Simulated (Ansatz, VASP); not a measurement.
# Two plane-wave programs on Zr

```xyz
1
Lattice="-0.0564 2.2550 2.2550 2.2550 -0.0564 2.2550 2.1986 2.1986 0.0000" Properties=species:S:1:pos:R:3 pbc="T T T"
Zr    0.0000    0.0000    0.0000
```

Change from the starting cell: strain -0.0500 x Voigt [0, 0, 0, 0, 0, 1], atoms carried along.

Alike in both runs: task single point; functional PBEsol; k mesh 18 × 18 × 18; occupations gaussian, width 0.15 eV; no spin polarisation.

|  | VASP | Ansatz |
| --- | --- | --- |
| version | VASP 6.6.1 | Ansatz 0.2.0 |
| potentials or method | VASP PAW PBE potentials, release 64 (Zr_sv), cutoff 520 eV | scalar-relativistic, plane waves, PAW |
| valence electrons in the cell | 12 | 12 |

Ansatz gave:

```
gap on the k mesh at the Fermi level (eV)                     : none
pressure (GPa)                                                : -2.7
traceless stress, the component that is largest in VASP (GPa) : 2.38
```

Problem. What did VASP give for the same quantities?

Solution. gap on the k mesh at the Fermi level (eV): none; pressure (GPa): -2.6; traceless stress, the component that is largest in VASP (GPa): 2.39.

VASP's potentials were made for PBE, not for PBEsol. A gap of «none» marks a metal or a gap that the smearing closes. The functional is the same, so the differences come from potentials, cutoffs and numerics.
